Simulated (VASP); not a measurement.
# AlNi3 (Fm-3m) in VASP: a series of runs

The runs below take AlNi3 through single point, with PBEsol.

All numbers are computed with VASP 6.6.1; they aren't measurements. Logs are shortened: lines on timing, memory, paths and dates and some standing lists are left out, and cuts for length are marked.

## Step 1: The cell of the first run

The structure is cubic, space group Fm-3m (No. 225). The conventional cell has a = 5.604 Å, b = 5.604 Å, c = 5.604 Å, α = 90.00°, β = 90.00°, γ = 90.00°. Al (site symmetry m-3m) has 14 Ni at 2.43 to 2.80 Å within 3.2 Å. Ni (site symmetry -43m) has 4 Al at 2.43 Å and 10 Ni at 2.43 to 2.80 Å within 3.2 Å. Ni (site symmetry m-3m) has 8 Ni at 2.43 Å and 6 Al at 2.80 Å within 3.2 Å.

## Step 2: Single point, PBEsol

Contents of INCAR:

```
SYSTEM = AlNi3
PREC = Accurate
ENCUT = 520
EDIFF = 1E-6
ISMEAR = 0
SIGMA = 0.1
LREAL = .FALSE.
LASPH = .TRUE.
NELM = 80
ALGO = Fast
ISIF = 2
LWAVE = .FALSE.
LCHARG = .FALSE.
GGA = PS
NBANDS = 24
```

Contents of KPOINTS:

```
regular mesh
0
G
  16 16 16
  0 0 0
```

Contents of POSCAR:

```
AlNi3
1.0
    0.0000000000      2.8018887551      2.8018887551
    2.8018887551      0.0000000000      2.8018887551
    2.8018887551      2.8018887551      0.0000000000
Al Ni
1 3
Direct
    0.5000000000      0.5000000000      0.5000000000
    0.2500000000      0.2500000000      0.2500000000
    0.0000000000      0.0000000000      0.0000000000
    0.7500000000      0.7500000000      0.7500000000
```

Potentials or basis: VASP PAW PBE potentials, release 64 (Al, Ni).

Launch:

```sh
> cat potpaw_PBE.64/Al/POTCAR potpaw_PBE.64/Ni/POTCAR > POTCAR
> mpirun -np 1 vasp_std > vasp.out
```

OUTCAR:

```text
SYSTEM = AlNi3
   PREC = Accurate
   ENCUT = 520
   EDIFF = 1E-6
   ISMEAR = 0
   LREAL = .FALSE.
   LASPH = .TRUE.
   NELM = 80
   ISIF = 2
   GGA = PS

 ion  position               nearest neighbor table
   1  0.500  0.500  0.500-   2 2.43   4 2.43   2 2.43   2 2.43   4 2.43   2 2.43   4 2.43   4 2.43
                             3 2.80   3 2.80   3 2.80   3 2.80   3 2.80   3 2.80
   2  0.250  0.250  0.250-   3 2.43   1 2.43   3 2.43   1 2.43   3 2.43   3 2.43   1 2.43   1 2.43
                             4 2.80   4 2.80   4 2.80   4 2.80   4 2.80   4 2.80
   3  0.000  0.000  0.000-   4 2.43   2 2.43   4 2.43   2 2.43   4 2.43   4 2.43   2 2.43   2 2.43
                             1 2.80   1 2.80   1 2.80   1 2.80   1 2.80   1 2.80
   4  0.750  0.750  0.750-   1 2.43   3 2.43   1 2.43   1 2.43   3 2.43   1 2.43   3 2.43   3 2.43
                             2 2.80   2 2.80   2 2.80   2 2.80   2 2.80   2 2.80

  LATTYP: Found a face centered cubic cell.
 ALAT       =     5.6037775102

  Lattice vectors:

 A1 = (   0.0000000000,   2.8018887551,   2.8018887551)
 A2 = (   2.8018887551,   0.0000000000,   2.8018887551)
 A3 = (   2.8018887551,   2.8018887551,   0.0000000000)

Analysis of symmetry for initial positions (statically):
=====================================================================
 Subroutine PRICEL returns:
 Original cell was already a primitive cell.

 Routine SETGRP: Setting up the symmetry group for a
 face centered cubic supercell.

 Subroutine GETGRP returns: Found 48 space group operations
 (whereof 48 operations were pure point group operations)
 out of a pool of 48 trial point group operations.

The static configuration has the point symmetry O_h .

Analysis of symmetry for dynamics (positions and initial velocities):
=====================================================================
 Subroutine PRICEL returns:
 Original cell was already a primitive cell.

 Routine SETGRP: Setting up the symmetry group for a
 face centered cubic supercell.

 Subroutine GETGRP returns: Found 48 space group operations
 (whereof 48 operations were pure point group operations)
 out of a pool of 48 trial point group operations.

The dynamic configuration has the point symmetry O_h .

 Subroutine INISYM returns: Found 48 space group operations
 (whereof 48 operations are pure point group operations),
 and found     1 'primitive' translations

----------------------------------------------------------------------------------------

                                     Primitive cell

  volume of cell :      43.9929

[... 96 lines left out ...]
   IBRION =     -1    ionic relax: 0-MD 1-quasi-New 2-CG
   NFREE  =      0    steps in history (QN), initial steepest desc. (CG)
   ISIF   =      2    stress and relaxation
   ISYM   =      2    0-nonsym 1-usesym 2-fastsym
   POTIM  = 0.5000    time-step for ionic-motion
   TEBEG  =    0.0;   TEEND  =   0.0 temperature during run
   PSTRESS=    0.0 pullay stress
   NELECT =      33.0000    total number of electrons
   NUPDOWN=      -1.0000    fix difference up-down
   EMIN   =  10.00;   EMAX   =-10.00  energy-range for DOS
   EFERMI =   0.00;   METHOD = LEGACY
   ISMEAR =     0;   SIGMA  =   0.10  broadening in eV -4-tet -1-fermi 0-gaus
   EFERMI_NEDOS =   21; number of points for ismear=-14 and -15
   IALGO  =     68    algorithm
   IMIX   =      4    mixing-type and parameters
     AMIX     =   0.40;   BMIX     =  1.00
     AMIX_MAG =   1.60;   BMIX_MAG =  1.00
  volume/ion in A,a.u.               =      11.00        74.22
  Fermi-wavevector in a.u.,A,eV,Ry     =   1.487483  2.810935 30.104316  2.212605
  Thomas-Fermi vector in A             =   2.600638
   LORBIT       =      0    0 simple, 1 ext, 2 COOP (PROOUT), +10 PAW based schemes
   GGA     = PS    functional components
   LHFCALC =     F    Hartree Fock is set to
   AEXX    =    0.0000 exact exchange contribution
   IVDW    =     0    specifies the selected vdW correction
   LEPSILON=     F    determine dielectric tensor
   LRPA    =     F    only Hartree local field effects (RPA)
 non-spin polarized calculation
 RMM-DIIS sequential band-by-band and
 Gauss-broadening in eV      SIGMA  =   0.10
  energy-cutoff  :      520.00
  volume of cell :       43.99
 maximum number of plane-waves:      1243
 NGX is ok and might be reduce to    30
   NGX = 15   NGY = 15   NGZ = 15

 number of electron      33.0000016 magnetization

 Free energy of the ion-electron system (eV)
  ---------------------------------------------------
  ext. energy  EPLUGINS =         0.00000000
  ---------------------------------------------------
  free energy    TOTEN  =       -24.07699572 eV

  energy without entropy =      -24.06386403  energy(sigma->0) =      -24.07042988

 E-fermi :   9.8007     XC(G=0): -12.9631

 val. band max:        9.7987368749   @ k =  -0.3125   0.5000   0.1875
 cond. band min:       9.8022864324   @ k =   0.5000   0.4375   0.0625
 fundamental gap:      0.0035495574
 Fermi energy:         9.8007298521

 k-point     1 :       0.0000    0.0000    0.0000
  band No.  band energies     occupation
      1      -0.4038      2.00000
      2       6.1942      2.00000
      3       6.1942      2.00000
      4       6.3192      2.00000
      5       6.3192      2.00000
      6       6.3192      2.00000
[... 637 lines left out ...]
     23      17.4579      0.00000
     24      17.7414      0.00000

 [... further k-points ...]

------------------------ aborting loop because EDIFF is reached ----------------------------------------

  FORCE on cell =-STRESS in cart. coord.  units (eV):
  Direction    XX          YY          ZZ          XY          YZ          ZX
  --------------------------------------------------------------------------------------
  -------------------------------------------------------------------------------------
  Total       -0.1784738     -0.1784738     -0.1784738     -0.0000000      0.0000000     -0.0000000
  in kB       -6.4998375     -6.4998375     -6.4998375     -0.0000000      0.0000000     -0.0000000
  external PRESSURE =      -6.4998375 kB  Pullay stress =       0.0000000 kB

 VOLUME and BASIS-vectors are now :
 -----------------------------------------------------------------------------
  energy-cutoff  :      520.00
  volume of cell :       43.99
      direct lattice vectors                 reciprocal lattice vectors
     0.000000000  2.801888755  2.801888755    -0.178451053  0.178451053  0.178451053
     2.801888755  0.000000000  2.801888755     0.178451053 -0.178451053  0.178451053
     2.801888755  2.801888755  0.000000000     0.178451053  0.178451053 -0.178451053

 POSITION                                       TOTAL-FORCE (eV/Angst)
 -----------------------------------------------------------------------------------
      2.80189      2.80189      2.80189        -0.000000     -0.000000     -0.000000
      1.40094      1.40094      1.40094         0.000000      0.000000      0.000000
      0.00000      0.00000      0.00000        -0.000000     -0.000000     -0.000000
      4.20283      4.20283      4.20283        -0.000000     -0.000000     -0.000000
 -----------------------------------------------------------------------------------
    total drift:                                0.000000     -0.000000      0.000000

  FREE ENERGIE OF THE ION-ELECTRON SYSTEM (eV)
  ---------------------------------------------------
  free  energy   TOTEN  =       -24.0769957153 eV

  energy  without entropy=      -24.0638640348  energy(sigma->0) =      -24.07042988
```

stdout:

```text
POSCAR found type information on POSCAR AlNi
 POSCAR found :  2 types and       4 ions
 scaLAPACK will be used
 -----------------------------------------------------------------------------
|                                                                             |
|                                                                             |
|     You enforced a specific xc type in the INCAR file but a different       |
|     I HOPE YOU KNOW WHAT YOU ARE DOING!                                     |
|                                                                             |
 -----------------------------------------------------------------------------

 LDA part: xc-table for (Slater+PW92), standard interpolation
 POSCAR, INCAR and KPOINTS ok, starting setup
 FFT: planning ... GRIDC
 FFT: planning ... GRID_SOFT
 FFT: planning ... GRID
 WAVECAR not read
 entering main loop
```

Wall time 88 s (1 thread of AMD EPYC 9R45 (Zen 5), shared host); peak memory 0.23 GiB.

Results:

| Quantity | Value |
| --- | --- |
| Free energy | -24.0770 eV |
| Pressure | -0.6 GPa |
| Band gap on the k mesh | zero (an odd number of electrons rules out a gap without spin polarisation) |

Caveat: the PAW data sets were made with another functional, which shifts forces and pressure a little.

## Step 3: Single point, PBEsol

Contents of INCAR:

```
PREC = Accurate
ENCUT = 520
EDIFF = 1E-7
ISMEAR = 0
SIGMA = 0.01
LREAL = F
LASPH = T
NELM = 60
ALGO = Fast
ISIF = 2
LWAVE = F
LCHARG = F
GGA = PS
NBANDS = 24
```

Contents of KPOINTS:

```
Automatic mesh
0
Gamma
  14 14 14
```

POSCAR is that of step 2.

Potentials or basis: VASP PAW PBE potentials, release 64 (Al, Ni).

Launch:

```sh
> cat potpaw_PBE.64/Al/POTCAR potpaw_PBE.64/Ni/POTCAR > POTCAR
> mpirun -np 1 vasp_std > vasp.out
```

It took 79 s on 1 thread of AMD EPYC 9R45 (Zen 5), shared host; peak memory 0.2 GiB.

The run converged. Its results:

| Quantity | Value |
| --- | --- |
| Free energy | -24.0705 eV |
| Pressure | -0.7 GPa |
| Band gap on the k mesh | zero (an odd number of electrons rules out a gap without spin polarisation) |

Levels at points of the mesh, in eV from the Fermi level:
```
           k point  band 12  band 13  band 14  band 15  band 16  band 17  band 18  band 19  band 20  band 21
(0.00, 0.00, 0.00)    -0.92    -0.57    -0.57    -0.52    -0.52     5.43     5.43     5.43     5.92     5.92
(0.50, 0.00, 0.00)    -1.74    -0.65    -0.65    -0.48    -0.48    -0.16     4.31     4.31     4.79     4.79
(0.50, 0.50, 0.00)    -1.21    -1.07    -0.76    -0.60    -0.37    -0.36    -0.36    -0.05     4.25     4.67
```

Caveat: the PAW data sets were made with another functional, which shifts forces and pressure a little. Spin polarisation is off, so any magnetic state and its effect on volume and gap are missing.

## Step 4: Single point, PBEsol

Contents of INCAR:

```
SYSTEM = AlNi3
ALGO = Normal
EDIFF = 1E-6
ENCUT = 520
GGA = PS
ISIF = 2
ISMEAR = -1
LASPH = .TRUE.
LCHARG = .TRUE.
LELF = .TRUE.
LREAL = .FALSE.
LVHAR = .TRUE.
LWAVE = .FALSE.
NBANDS = 24
NELM = 60
PREC = Accurate
SIGMA = 0.01
```

Contents of KPOINTS:

```
k-points
0
G
  14 14 14
  0 0 0
```

POSCAR is that of step 3.

Potentials or basis: VASP PAW PBE potentials, release 64 (Al, Ni).

Launch:

```sh
> cat potpaw_PBE.64/Al/POTCAR potpaw_PBE.64/Ni/POTCAR > POTCAR
> mpirun -np 1 vasp_std > vasp.out
```

OUTCAR:

```text
SYSTEM = AlNi3
   EDIFF = 1E-6
   ENCUT = 520
   GGA = PS
   ISIF = 2
   ISMEAR = -1
   LASPH = .TRUE.
   LREAL = .FALSE.
   NELM = 60
   PREC = Accurate

 ion  position               nearest neighbor table
   1  0.500  0.500  0.500-   2 2.43   4 2.43   2 2.43   2 2.43   4 2.43   2 2.43   4 2.43   4 2.43
                             3 2.80   3 2.80   3 2.80   3 2.80   3 2.80   3 2.80
   2  0.250  0.250  0.250-   3 2.43   1 2.43   3 2.43   1 2.43   3 2.43   3 2.43   1 2.43   1 2.43
                             4 2.80   4 2.80   4 2.80   4 2.80   4 2.80   4 2.80
[... 853 lines left out ...]
  --------------------------------------------------------------------------------------
  -------------------------------------------------------------------------------------
  Total       -0.1899258     -0.1899258     -0.1899258     -0.0000000      0.0000000     -0.0000000
  in kB       -6.9169063     -6.9169063     -6.9169063     -0.0000000      0.0000000     -0.0000000
  external PRESSURE =      -6.9169063 kB  Pullay stress =       0.0000000 kB

 VOLUME and BASIS-vectors are now :
 -----------------------------------------------------------------------------
  energy-cutoff  :      520.00
  volume of cell :       43.99
      direct lattice vectors                 reciprocal lattice vectors
     0.000000000  2.801888755  2.801888755    -0.178451053  0.178451053  0.178451053
     2.801888755  0.000000000  2.801888755     0.178451053 -0.178451053  0.178451053
     2.801888755  2.801888755  0.000000000     0.178451053  0.178451053 -0.178451053

 POSITION                                       TOTAL-FORCE (eV/Angst)
 -----------------------------------------------------------------------------------
      2.80189      2.80189      2.80189        -0.000000     -0.000000      0.000000
      1.40094      1.40094      1.40094         0.000000     -0.000000      0.000000
      0.00000      0.00000      0.00000        -0.000000     -0.000000      0.000000
      4.20283      4.20283      4.20283        -0.000000      0.000000     -0.000000
 -----------------------------------------------------------------------------------
    total drift:                                0.000000     -0.000000      0.000000

  FREE ENERGIE OF THE ION-ELECTRON SYSTEM (eV)
  ---------------------------------------------------
  free  energy   TOTEN  =       -24.0707840550 eV

  energy  without entropy=      -24.0700620325  energy(sigma->0) =      -24.07042304
```

OSZICAR:

```text
N       E                     dE             d eps       ncg     rms          rms(c)
DAV:   1     0.186099580915E+03    0.18610E+03   -0.14258E+04  5032   0.176E+03
DAV:   2    -0.189547850328E+02   -0.20505E+03   -0.19315E+03  5008   0.322E+02
DAV:   3    -0.279471384366E+02   -0.89924E+01   -0.85554E+01  6136   0.924E+01
DAV:   4    -0.280829455888E+02   -0.13581E+00   -0.13573E+00  6080   0.989E+00
DAV:   5    -0.280871102729E+02   -0.41647E-02   -0.41646E-02  6456   0.159E+00    0.194E+01
DAV:   6    -0.277491982037E+02    0.33791E+00   -0.39834E+01  5824   0.109E+02    0.172E+01
DAV:   7    -0.242520607801E+02    0.34971E+01   -0.11918E+01  5880   0.688E+01    0.621E+00
DAV:   8    -0.243427357381E+02   -0.90675E-01   -0.15608E+00  5584   0.383E+01    0.569E+00
DAV:   9    -0.240894376680E+02    0.25330E+00   -0.23747E-01  6680   0.174E+01    0.128E+00
DAV:  10    -0.240722476974E+02    0.17190E-01   -0.68932E-02  7968   0.546E+00    0.572E-01
DAV:  11    -0.240707967706E+02    0.14509E-02   -0.93273E-03  6560   0.238E+00    0.109E-01
DAV:  12    -0.240708332112E+02   -0.36441E-04   -0.82635E-04  6032   0.568E-01    0.941E-02
DAV:  13    -0.240707843720E+02    0.48839E-04   -0.15221E-04  5944   0.364E-01    0.134E-02
DAV:  14    -0.240707842900E+02    0.82012E-07   -0.20169E-05  6352   0.625E-02    0.423E-03
DAV:  15    -0.240707840550E+02    0.23503E-06   -0.17419E-06  3424   0.178E-02
   1 F= -.24070784E+02 E0= -.24070423E+02  d E =-.722022E-03
```

Wall time 65 s (1 thread of AMD EPYC 9R45 (Zen 5), shared host); peak memory 0.2 GiB.

Results:

```
Free energy            : -24.0708 eV
Pressure               : -0.7 GPa
Band gap on the k mesh : zero (an odd number of electrons rules out a gap without spin polarisation)
```

Caveat: the PAW data sets were made with another functional, which shifts forces and pressure a little. Spin polarisation is off, so any magnetic state and its effect on volume and gap are missing.

## Step 5: Single point, PBEsol

Contents of INCAR:

```
SYSTEM = AlNi3
ALGO = Normal ; EDIFF = 1E-6
ENCUT = 520 ; GGA = PS
ISIF = 2 ; ISMEAR = -1
LASPH = .True. ; LCHARG = .True.
LELF = .True. ; LREAL = .False.
LVHAR = .True. ; LWAVE = .False.
NBANDS = 24 ; NELM = 80
PREC = Accurate ; SIGMA = 0.05
```

Contents of KPOINTS:

```
k-points
0
Gamma
  14 14 14
  0 0 0
```

POSCAR is that of step 4.

Launch:

```sh
> cat potpaw_PBE.64/Al/POTCAR potpaw_PBE.64/Ni/POTCAR > POTCAR
> mpirun -np 1 vasp_std > vasp.out
```

It took 66 s on 1 thread of AMD EPYC 9R45 (Zen 5), shared host; peak memory 0.21 GiB.

Results (log left out):

```yaml
Free_energy: -24.0810 eV
Pressure: -0.6 GPa
Band_gap_on_the_k_mesh: zero (an odd number of electrons rules out a gap without spin polarisation)
```

Levels at points of the mesh, in eV from the Fermi level:
```
           k point  band 14  band 15  band 16  band 17  band 18  band 19
(0.00, 0.00, 0.00)    -0.56    -0.52    -0.52     5.44     5.44     5.44
(0.50, 0.00, 0.00)    -0.64    -0.48    -0.48    -0.15     4.33     4.33
(0.50, 0.50, 0.00)    -0.75    -0.59    -0.37    -0.35    -0.35    -0.04
```

Caveat: the PAW data sets were made with another functional, which shifts forces and pressure a little.

## Step 6: Single point, PBEsol

Contents of INCAR:

```
PREC     = Accurate       # precision mode
ENCUT    = 520            # plane-wave cutoff, eV
EDIFF    = 1E-7           # SCF threshold, eV
ISMEAR   = -1             # smearing method
SIGMA    = 0.2            # smearing width, eV
LREAL    = False          # projectors in reciprocal space
LASPH    = True           # aspherical terms in the spheres
NELM     = 80             # most SCF steps
ALGO     = Fast           # electronic algorithm
ISIF     = 2              # what is computed and relaxed
LWAVE    = False          # write WAVECAR
LCHARG   = False          # write CHGCAR
GGA      = PS             # functional
NBANDS   = 24             # bands
```

Contents of KPOINTS:

```
regular mesh
0
Gamma
  14 14 14
```

POSCAR is that of step 5.

Potentials or basis: VASP PAW PBE potentials, release 64 (Al, Ni).

Launch:

```sh
> cat potpaw_PBE.64/Al/POTCAR potpaw_PBE.64/Ni/POTCAR > POTCAR
> mpirun -np 1 vasp_std > vasp.out
```

It took 83 s on 1 thread of AMD EPYC 9R45 (Zen 5), shared host; peak memory 0.2 GiB.

The run converged. Its results:

* Free energy: -24.2970 eV
* Pressure: 0.6 GPa
* Band gap on the k mesh: zero (an odd number of electrons rules out a gap without spin polarisation)

Levels at points of the mesh, in eV from the Fermi level:
| k point | band 14 | band 15 | band 16 | band 17 | band 18 | band 19 |
| --- | --- | --- | --- | --- | --- | --- |
| (0.00, 0.00, 0.00) | -0.67 | -0.66 | -0.66 | 5.34 | 5.34 | 5.34 |
| (0.50, 0.00, 0.00) | -0.78 | -0.62 | -0.62 | -0.28 | 4.24 | 4.24 |
| (0.50, 0.50, 0.00) | -0.88 | -0.69 | -0.53 | -0.49 | -0.49 | -0.14 |

Caveat: the PAW data sets were made with another functional, which shifts forces and pressure a little. Spin polarisation is off, so any magnetic state and its effect on volume and gap are missing.

## Step 7: Summary

| k mesh | smearing | gap on the mesh (eV) | pressure (GPa) |
| --- | --- | --- | --- |
| 16 × 16 × 16 | gaussian 0.1 eV | none | -0.6 |
| 14 × 14 × 14 | gaussian 0.01 eV | none | -0.7 |
| 14 × 14 × 14 | fermi-dirac 0.01 eV | none | -0.7 |
| 14 × 14 × 14 | fermi-dirac 0.05 eV | none | -0.6 |
| 14 × 14 × 14 | fermi-dirac 0.2 eV | none | 0.6 |

Alike in all rows: task single point; level PBEsol; potentials or basis VASP PAW PBE potentials, release 64 (Al, Ni); no spin polarisation; cell as given; cutoff (eV) 520.

Caveats: the PAW data sets were made with another functional, which shifts forces and pressure a little.

Total energies depend on the potentials used, so only differences within one code and one set of settings carry meaning.
